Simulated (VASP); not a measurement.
# Ti3Al (P-6m2) in VASP: notebook, part 2 of 2

VASP 6.6.1. Earlier steps stand in the parts before.

## (5) Relaxation of cell and atoms, LDA

This run uses another cell than the first one, of 17.12 Å³/atom.

Contents of INCAR:

```
SYSTEM = Ti3Al
  PREC = Accurate
  ENCUT = 600
  EDIFF = 1E-7
  ISMEAR = -1
  SIGMA = 0.1
  LREAL = .FALSE.
  LASPH = .TRUE.
  NELM = 80
  ALGO = Normal
  ISIF = 3
  LWAVE = .FALSE.
  LCHARG = .FALSE.
  GGA = CA
  IBRION = 2
  NSW = 80
  EDIFFG = -0.03
```

Contents of KPOINTS:

```
regular mesh
0
G
  8 8 3
  0 0 0
```

Contents of POSCAR:

```
Ti3Al
1.0
    2.9275420000      0.0000000000      0.0000000000
   -1.4637710000      2.5353260000      0.0000000000
    0.0000000000      0.0000000000      9.2263620000
Ti Al
3 1
Direct
    0.6666666667      0.3333333333      0.0000000000
    0.3333333333      0.6666666667      0.7505940000
    0.3333333333      0.6666666667      0.2494060000
    0.6666666667      0.3333333333      0.5000000000
```

Potentials or basis: VASP PAW LDA potentials, release 64 (Ti_sv, Al).

The run is started by

```sh
$ cat potpaw_LDA.64/Ti_sv/POTCAR potpaw_LDA.64/Al/POTCAR > POTCAR
$ mpirun -np 1 vasp_std > vasp.out
```

OUTCAR:

```text
SYSTEM = Ti3Al
   PREC = Accurate
   ENCUT = 600
   EDIFF = 1E-7
   ISMEAR = -1
   LREAL = .FALSE.
   LASPH = .TRUE.
   NELM = 80
   ISIF = 3
   GGA = CA
   IBRION = 2
   NSW = 80
   EDIFFG = -0.03

 ion  position               nearest neighbor table
   1  0.667  0.333  0.000-   2 2.86   3 2.86   2 2.86   3 2.86   2 2.86   3 2.86
   2  0.333  0.667  0.751-   1 2.86   1 2.86   1 2.86   4 2.86   4 2.86   4 2.86
   3  0.333  0.667  0.249-   1 2.86   1 2.86   1 2.86   4 2.86   4 2.86   4 2.86
   4  0.667  0.333  0.500-   2 2.86   3 2.86   2 2.86   3 2.86   2 2.86   3 2.86

  LATTYP: Found a hexagonal cell.
 ALAT       =     2.9275420000
 C/A-ratio  =     3.1515728895

  Lattice vectors:

 A1 = (   2.9275420000,   0.0000000000,   0.0000000000)
 A2 = (  -1.4637710000,   2.5353260000,   0.0000000000)
 A3 = (   0.0000000000,   0.0000000000,   9.2263620000)

Analysis of symmetry for initial positions (statically):
=====================================================================
 Subroutine PRICEL returns:
 Original cell was already a primitive cell.

 Routine SETGRP: Setting up the symmetry group for a
 hexagonal supercell.

 Subroutine GETGRP returns: Found 12 space group operations
 (whereof 12 operations were pure point group operations)
 out of a pool of 24 trial point group operations.

The static configuration has the point symmetry D_3h.

Analysis of symmetry for dynamics (positions and initial velocities):
=====================================================================
 Subroutine PRICEL returns:
 Original cell was already a primitive cell.

 Routine SETGRP: Setting up the symmetry group for a
 hexagonal supercell.

 Subroutine GETGRP returns: Found 12 space group operations
 (whereof 12 operations were pure point group operations)
 out of a pool of 24 trial point group operations.

The dynamic configuration has the point symmetry D_3h.

 Subroutine INISYM returns: Found 12 space group operations
 (whereof 12 operations are pure point group operations),
 and found     1 'primitive' translations

----------------------------------------------------------------------------------------

                                     Primitive cell

  volume of cell :      68.4806

  direct lattice vectors                    reciprocal lattice vectors
     2.927542000  0.000000000  0.000000000     0.341583485  0.197213297  0.000000000
    -1.463771000  2.535326000  0.000000000     0.000000000  0.394426594  0.000000000
     0.000000000  0.000000000  9.226362000     0.000000000  0.000000000  0.108385082

  length of vectors
     2.927542000  2.927542223  9.226362000     0.394426624  0.394426594  0.108385082

  position of ions in fractional coordinates (direct lattice)
     0.666666667  0.333333333  0.000000000
     0.333333333  0.666666667  0.750594000
     0.333333333  0.666666667  0.249406000
     0.666666667  0.333333333  0.500000000

  ion indices of the primitive-cell ions
   primitive index   ion index
                 1           1
                 2           2
                 3           3
                 4           4

----------------------------------------------------------------------------------------

 KPOINTS: regular mesh

Automatic generation of k-mesh.
 Grid dimensions read from file:
 generate k-points for:    8    8    3

 Generating k-lattice:

  Cartesian coordinates                     Fractional coordinates (reciprocal lattice)
     0.042697936  0.024651662  0.000000000     0.125000000  0.000000000  0.000000000
     0.000000000  0.049303324  0.000000000     0.000000000  0.125000000  0.000000000
     0.000000000  0.000000000  0.036128361     0.000000000  0.000000000  0.333333333

  Length of vectors
     0.049303328  0.049303324  0.036128361

  Shift w.r.t. Gamma in fractional coordinates (k-lattice)
     0.000000000  0.000000000  0.000000000

 Subroutine IBZKPT returns following result:
 ===========================================

 Found     20 irreducible k-points:

 Following reciprocal coordinates:
            Coordinates               Weight
  0.000000  0.000000  0.000000      1.000000
  0.125000  0.000000  0.000000      6.000000
  0.250000  0.000000  0.000000      6.000000
  0.375000 -0.000000  0.000000      6.000000
  0.500000  0.000000  0.000000      3.000000
  0.125000  0.125000  0.000000      6.000000
[... 12 lines left out ...]
  0.250000  0.250000  0.333333     12.000000
  0.375000  0.250000  0.333333     12.000000
   k-points           NKPTS =     20   k-points in BZ     NKDIM =     20   number of bands    NBANDS=     23
   number of dos      NEDOS =    301   number of ions     NIONS =      4
   total plane-waves  NPLWV =  46080
   dimension x,y,z NGX =    24 NGY =   24 NGZ =   80
   dimension x,y,z NGXF=    48 NGYF=   48 NGZF=  160
   ions per type =               3   1
   NGX,Y,Z   is equivalent  to a cutoff of  13.63, 13.63, 14.41 a.u.
   NGXF,Y,Z  is equivalent  to a cutoff of  27.26, 27.26, 28.83 a.u.
 SYSTEM =  Ti3Al
   PREC   = accura    normal or accurate (medium, high low for compatibility)
   ISTART =      0    job   : 0-new  1-cont  2-samecut
   ICHARG =      2    charge: 1-file 2-atom 10-const
   ISPIN  =      1    spin polarized calculation?
   LNONCOLLINEAR =      F non collinear calculations
   LSORBIT =      F    spin-orbit coupling
   LASPH  =      T    aspherical Exc in radial PAW
   ENCUT  =  600.0 eV  44.10 Ry    6.64 a.u.   5.85  5.85 18.43*2*pi/ulx,y,z
   NELM   =     80;   NELMIN=  2; NELMDL= -5     # of ELM steps
   EDIFF  = 0.1E-06   stopping-criterion for ELM
   LREAL  =      F    real-space projection
   EDIFFG = -.3E-01   stopping-criterion for IOM
   NSW    =     80    number of steps for IOM
   IBRION =      2    ionic relax: 0-MD 1-quasi-New 2-CG
   NFREE  =      1    steps in history (QN), initial steepest desc. (CG)
   ISIF   =      3    stress and relaxation
   ISYM   =      2    0-nonsym 1-usesym 2-fastsym
   POTIM  = 0.5000    time-step for ionic-motion
   TEBEG  =    0.0;   TEEND  =   0.0 temperature during run
   PSTRESS=    0.0 pullay stress
   NELECT =      39.0000    total number of electrons
   NUPDOWN=      -1.0000    fix difference up-down
   EMIN   =  10.00;   EMAX   =-10.00  energy-range for DOS
   EFERMI =   0.00;   METHOD = LEGACY
   ISMEAR =    -1;   SIGMA  =   0.10  broadening in eV -4-tet -1-fermi 0-gaus
   EFERMI_NEDOS =   21; number of points for ismear=-14 and -15
   IALGO  =     38    algorithm
   IMIX   =      4    mixing-type and parameters
     AMIX     =   0.40;   BMIX     =  1.00
     AMIX_MAG =   1.60;   BMIX_MAG =  1.00
  volume/ion in A,a.u.               =      17.12       115.53
  Fermi-wavevector in a.u.,A,eV,Ry     =   1.356981  2.564323 25.053747  1.841398
  Thomas-Fermi vector in A             =   2.483939
   LORBIT       =      0    0 simple, 1 ext, 2 COOP (PROOUT), +10 PAW based schemes
   GGA     = CA    functional components
   LHFCALC =     F    Hartree Fock is set to
   AEXX    =    0.0000 exact exchange contribution
   IVDW    =     0    specifies the selected vdW correction
   LEPSILON=     F    determine dielectric tensor
   LRPA    =     F    only Hartree local field effects (RPA)
 conjugate gradient relaxation of ions
 non-spin polarized calculation
  energy-cutoff  :      600.00
  volume of cell :       68.48
 maximum number of plane-waves:      2302
 NGX is ok and might be reduce to    24
   NGX = 11   NGY = 11   NGZ = 37

--------------------------------------- Ionic step        1  -------------------------------------------

 number of electron      38.9999991 magnetization

 Free energy of the ion-electron system (eV)
  ---------------------------------------------------
  ext. energy  EPLUGINS =         0.00000000
  ---------------------------------------------------
  free energy    TOTEN  =       -30.30487847 eV

  energy without entropy =      -30.15563269  energy(sigma->0) =      -30.23025558

------------------------ aborting loop because EDIFF is reached ----------------------------------------

  FORCE on cell =-STRESS in cart. coord.  units (eV):
  Direction    XX          YY          ZZ          XY          YZ          ZX
  --------------------------------------------------------------------------------------
  -------------------------------------------------------------------------------------
  Total       -3.0179552     -3.0179558     -2.9724963      0.0000000      0.0000000      0.0000000
  in kB      -70.6083295    -70.6083438    -69.5447694      0.0000000      0.0000000      0.0000000
  external PRESSURE =     -70.2538143 kB  Pullay stress =       0.0000000 kB
[... 137 lines left out ...]
  energy  without entropy=      -30.2635969719  energy(sigma->0) =      -30.33445678

--------------------------------------- Ionic step        5  -------------------------------------------

 number of electron      39.0000011 magnetization

 Free energy of the ion-electron system (eV)
  ---------------------------------------------------
  ext. energy  EPLUGINS =         0.00000000
  ---------------------------------------------------
  free energy    TOTEN  =       -30.40601617 eV

  energy without entropy =      -30.26346551  energy(sigma->0) =      -30.33474084

 E-fermi :   8.4590     XC(G=0): -11.7526

 val. band max:        8.4316758677   @ k =   0.2500   0.1250   0.3333
 cond. band min:       8.4843294010   @ k =   0.2500   0.2500   0.0000
 fundamental gap:      0.0526535333
 Fermi energy:         8.4589658759

 k-point     1 :       0.0000    0.0000    0.0000
  band No.  band energies     occupation
      1     -47.4350      2.00000
      2     -47.3679      2.00000
      3     -47.2885      2.00000
      4     -24.4104      2.00000
      5     -24.0921      2.00000
      6     -23.7256      2.00000
[... 540 lines left out ...]
  FREE ENERGIE OF THE ION-ELECTRON SYSTEM (eV)
  ---------------------------------------------------
  free  energy   TOTEN  =       -30.4060161745 eV

  energy  without entropy=      -30.2634655091  energy(sigma->0) =      -30.33474084

 reached required accuracy - stopping structural energy minimisation
```

OSZICAR:

```text
N       E                     dE             d eps       ncg     rms          rms(c)
DAV:   1     0.474087538790E+03    0.47409E+03   -0.21989E+04   920   0.214E+03
DAV:   2     0.258829752609E+02   -0.44820E+03   -0.44569E+03   927   0.604E+02
DAV:   3    -0.276136329860E+02   -0.53497E+02   -0.52555E+02  1753   0.165E+02
DAV:   4    -0.337751997234E+02   -0.61616E+01   -0.61316E+01  1378   0.491E+01
[... 64 lines left out ...]
DAV:   4    -0.304060599233E+02    0.12400E-02   -0.14201E-02  1424   0.133E+00    0.659E-02
DAV:   5    -0.304060185792E+02    0.41344E-04   -0.85504E-04  1419   0.335E-01    0.221E-02
DAV:   6    -0.304060158129E+02    0.27663E-05   -0.95349E-05  1454   0.881E-02    0.589E-03
DAV:   7    -0.304060161629E+02   -0.35005E-06   -0.86060E-06  1193   0.295E-02    0.253E-03
DAV:   8    -0.304060161745E+02   -0.11574E-07   -0.33835E-07  1063   0.591E-03
   5 F= -.30406016E+02 E0= -.30334741E+02  d E =-.699577E-03
```

CONTCAR:

```text
Ti3Al
   1.00000000000000
     2.8588552395772475   -0.0000000000000000   -0.0000000000000000
    -1.4294276197886238    2.4758415024902143   -0.0000000000000000
     0.0000000000000000    0.0000000000000000    9.0492817013601190
  Ti              Al
     3     1
Direct
     0.6666666667000030    0.3333333332999970    0.0000000000000000
     0.3333333332999970    0.6666666667000030    0.7510910211733073
     0.3333333332999970    0.6666666667000030    0.2489089788266927
     0.6666666667000030    0.3333333332999970    0.5000000000000000

  0.00000000E+00  0.00000000E+00  0.00000000E+00
  0.00000000E+00  0.00000000E+00  0.00000000E+00
  0.00000000E+00  0.00000000E+00  0.00000000E+00
  0.00000000E+00  0.00000000E+00  0.00000000E+00
```

Wall time 1.7 min (1 thread of AMD EPYC 9R45 (Zen 5), shared host); peak memory 0.16 GiB.

Results:

```
Free energy                           : -30.4060 eV
Relaxed volume                        : 16.01 Å³/atom
Relaxed cell                          : a = 2.859 Å, b = 2.859 Å, c = 9.049 Å, α = 90.00°, β = 90.00°, γ = 120.00°
Space group after relaxing (to 0.1 Å) : P-6m2 (No. 187)
Energy gained by relaxing             : 25.3 meV/atom
Ionic steps                           : 5
Pressure after relaxing               : 0.1 GPa
Largest force after relaxing          : 0.014 eV/Å
Band gap on the k mesh                : zero (an odd number of electrons rules out a gap without spin polarisation)
```

Forces in eV/Å, atoms in the order of the input:
```
Ti   0.000  0.000  0.000
Ti   0.000  0.000  0.014
Ti   0.000  0.000 -0.014
Al   0.000  0.000  0.000
```

Stress tensor (GPa, compression positive):
```
0.05 0.00 0.00
0.00 0.05 0.00
0.00 0.00 0.29
```

The path:
| step | energy change (eV) | largest force (eV/Å) | pressure (GPa) | volume (Å³) |
| --- | --- | --- | --- | --- |
| 1 | 0.0000 | 0.0941 | -7.03 | 68.48 |
| 2 | -0.0500 | 0.0004 | 5.92 | 61.31 |
| 3 | -0.1005 | 0.0413 | -0.02 | 64.15 |
| 4 | -0.1004 | 0.0401 | 0.12 | 64.07 |
| 5 | -0.1011 | 0.0144 | 0.13 | 64.05 |

Final structure:
```
CELL_PARAMETERS angstrom
2.85886 0.00000 0.00000
-1.42943 2.47584 0.00000
0.00000 0.00000 9.04928
ATOMIC_POSITIONS crystal
Ti 0.66667 0.33333 0.00000
Ti 0.33333 0.66667 0.75109
Ti 0.33333 0.66667 0.24891
Al 0.66667 0.33333 0.50000
```

## (6) Relaxation of cell and atoms, PBEsol

This run uses another cell than the first one, of 17.12 Å³/atom.

Contents of INCAR:

```
PREC = Accurate
ENCUT = 600
EDIFF = 1E-7
ISMEAR = -1
SIGMA = 0.1
LREAL = F
LASPH = T
NELM = 80
ALGO = Normal
ISIF = 3
LWAVE = F
LCHARG = F
GGA = PS
IBRION = 2
NSW = 80
EDIFFG = -0.03
```

Contents of KPOINTS:

```
regular mesh
0
Gamma
  8 8 3
```

POSCAR is that of step 5.

Potentials or basis: VASP PAW PBE potentials, release 64 (Ti_sv, Al).

The run is started by

```sh
$ cat potpaw_PBE.64/Ti_sv/POTCAR potpaw_PBE.64/Al/POTCAR > POTCAR
$ mpirun -np 1 vasp_std > vasp.out
```

It took 97 s on 1 thread of AMD EPYC 9R45 (Zen 5), shared host; peak memory 0.2 GiB.

Results (log left out):

| Quantity | Value |
| --- | --- |
| Free energy | -29.6820 eV |
| Relaxed volume | 16.59 Å³/atom |
| Relaxed cell | a = 2.896 Å, b = 2.896 Å, c = 9.132 Å, α = 90.00°, β = 90.00°, γ = 120.00° |
| Space group after relaxing (to 0.1 Å) | P-6m2 (No. 187) |
| Energy gained by relaxing | 6.1 meV/atom |
| Ionic steps | 4 |
| Pressure after relaxing | -0.1 GPa |
| Largest force after relaxing | 0.016 eV/Å |
| Band gap on the k mesh | zero (an odd number of electrons rules out a gap without spin polarisation) |

Forces in eV/Å, atoms in the order of the input:
```
Ti   0.000  0.000  0.000
Ti   0.000  0.000  0.016
Ti   0.000  0.000 -0.016
Al   0.000  0.000  0.000
```

Stress tensor (GPa, compression positive):
```
-0.21  0.00  0.00
 0.00 -0.21  0.00
 0.00  0.00  0.22
```

The path:
| step | energy change (eV) | largest force (eV/Å) | pressure (GPa) | volume (Å³) |
| --- | --- | --- | --- | --- |
| 1 | 0.0000 | 0.0402 | -3.49 | 68.48 |
| 2 | -0.0125 | 0.0024 | 2.66 | 64.85 |
| 3 | -0.0244 | 0.0156 | 0.01 | 66.31 |
| 4 | -0.0244 | 0.0159 | -0.07 | 66.35 |

Final structure:
```
Ti Al
1.0
     2.89644    0.00000    0.00000
    -1.44822    2.50839    0.00000
     0.00000    0.00000    9.13235
Ti Al
3 1
Cartesian
  1.4482 0.8361 0.0000
  0.0000 1.6723 6.8558
  0.0000 1.6723 2.2766
  1.4482 0.8361 4.5662
```

Levels at points of the mesh, in eV from the Fermi level:
```tsv
k point	band 18	band 19	band 20	band 21	band 22	band 23
(0.00, 0.00, 0.00)	0.54	0.77	0.86	0.86	0.95	0.95
(0.50, 0.00, 0.00)	-1.26	-0.65	-0.35	0.93	1.07	1.20
```

Caveat: the PAW data sets were made with another functional, which shifts forces and pressure a little.

## (7) Relaxation of cell and atoms, r2SCAN

This run uses another cell than the first one, of 17.12 Å³/atom.

POSCAR is that of step 6.

Contents of INCAR.step1:

```
PREC = Accurate
ENCUT = 600
ISMEAR = -1
SIGMA = 0.1
LREAL = F
LASPH = T
NELM = 60
GGA = PE
ALGO = Normal
EDIFF = 1E-4
LWAVE = T
LCHARG = F
```

Contents of INCAR.step2:

```
PREC = Accurate
ENCUT = 600
EDIFF = 1E-6
ISMEAR = -1
SIGMA = 0.1
LREAL = F
LASPH = T
NELM = 60
ALGO = Normal
ISIF = 3
LWAVE = F
LCHARG = F
METAGGA = R2SCAN
LMIXTAU = T
IBRION = 2
NSW = 80
EDIFFG = -0.03
ISTART = 1
```

Contents of KPOINTS:

```
Automatic mesh
0
Gamma
  8 8 3
```

The run is started by

```sh
$ cat potpaw_PBE.64/Ti_sv/POTCAR potpaw_PBE.64/Al/POTCAR > POTCAR
$ cp INCAR.step1 INCAR
$ mpirun -np 1 vasp_std > vasp.out
$ cp INCAR.step2 INCAR
$ mpirun -np 1 vasp_std > vasp.out
```

Wall time 6.6 min (1 thread of AMD EPYC 9R45 (Zen 5), shared host); peak memory 0.21 GiB.

Results (log left out):

| Item | Value |
| --- | --- |
| Free energy | -46.2051 eV |
| Relaxed volume | 17.05 Å³/atom |
| Relaxed cell | a = 2.924 Å, b = 2.924 Å, c = 9.206 Å, α = 90.00°, β = 90.00°, γ = 120.00° |
| Space group after relaxing (to 0.1 Å) | P-6m2 (No. 187) |
| Energy gained by relaxing | 0.2 meV/atom |
| Ionic steps | 4 |
| Pressure after relaxing | 0.1 GPa |
| Largest force after relaxing | 0.021 eV/Å |
| Band gap on the k mesh | zero (an odd number of electrons rules out a gap without spin polarisation) |

Forces on the atoms (eV/Å):
```
Ti   0.000  0.000  0.000
Ti   0.000  0.000 -0.021
Ti   0.000  0.000  0.021
Al   0.000  0.000  0.000
```

Stress tensor (GPa, compression positive):
```
0.04 0.00 0.00
0.00 0.04 0.00
0.00 0.00 0.13
```

The path:
```csv
step,energy change (eV),largest force (eV/Å),pressure (GPa),volume (Å³)
1,0.0000,0.0685,-0.38,68.48
2,-0.0006,0.0421,0.24,68.08
3,-0.0007,0.0469,0.14,68.14
4,-0.0009,0.0209,0.07,68.18
```

Final structure:
```xyz
4
Lattice="2.9243 0.0000 0.0000 -1.4622 2.5325 0.0000 0.0000 0.0000 9.2064" Properties=species:S:1:pos:R:3 pbc="T T T"
Ti    1.4622    0.8442    9.2064
Ti    0.0000    1.6883    6.9045
Ti    0.0000    1.6883    2.3020
Al    1.4622    0.8442    4.6032
```

Levels at points of the mesh, in eV from the Fermi level:
```
           k point  band 18  band 19  band 20  band 21  band 22  band 23
(0.00, 0.00, 0.00)     0.41     0.80     0.96     0.96     1.06     1.06
(0.50, 0.00, 0.00)    -1.26    -0.72    -0.50     1.00     1.08     1.17
```

Caveat: the PAW data sets were made with another functional, which shifts forces and pressure a little.

## (8) Summary

| task | level | potentials or basis | cell | cutoff (eV) | gap on the mesh (eV) | pressure (GPa) | relaxed volume (Å³/atom) | largest force (eV/Å) |
| --- | --- | --- | --- | --- | --- | --- | --- | --- |
| single point | LDA | VASP PAW LDA potentials, release 64 (Ti_sv, Al) | a = 2.860, b = 2.860, c = 9.059 Å, angles 90.0, 90.0, 120.0°, 4 atoms | 520 | none | 0.0 | - | 0.01 |
| single point | PBEsol | VASP PAW PBE potentials, release 64 (Ti_sv, Al) | a = 2.895, b = 2.895, c = 9.148 Å, angles 90.0, 90.0, 120.0°, 4 atoms | 520 | none | -0.2 | - | 0.01 |
| single point | r2SCAN | VASP PAW PBE potentials, release 64 (Ti_sv, Al) | a = 2.922, b = 2.922, c = 9.206 Å, angles 90.0, 90.0, 120.0°, 4 atoms | 520 | none | 0.2 | - | 0.02 |
| relaxation of cell and atoms | LDA | VASP PAW LDA potentials, release 64 (Ti_sv, Al) | relaxed from a = 2.928, b = 2.928, c = 9.226 Å, angles 90.0, 90.0, 120.0°, 4 atoms | 600 | none | 0.1 | 16.01 | 0.01 |
| relaxation of cell and atoms | PBEsol | VASP PAW PBE potentials, release 64 (Ti_sv, Al) | relaxed from a = 2.928, b = 2.928, c = 9.226 Å, angles 90.0, 90.0, 120.0°, 4 atoms | 600 | none | -0.1 | 16.59 | 0.02 |
| relaxation of cell and atoms | r2SCAN | VASP PAW PBE potentials, release 64 (Ti_sv, Al) | relaxed from a = 2.928, b = 2.928, c = 9.226 Å, angles 90.0, 90.0, 120.0°, 4 atoms | 600 | none | 0.1 | 17.05 | 0.02 |

Alike in all rows: no spin polarisation; k mesh 8 × 8 × 3; smearing fermi-dirac 0.1 eV.

Caveats: the PAW data sets were made with another functional, which shifts forces and pressure a little (at least some runs).

Absolute energies hang on the potentials; compare differences alone.
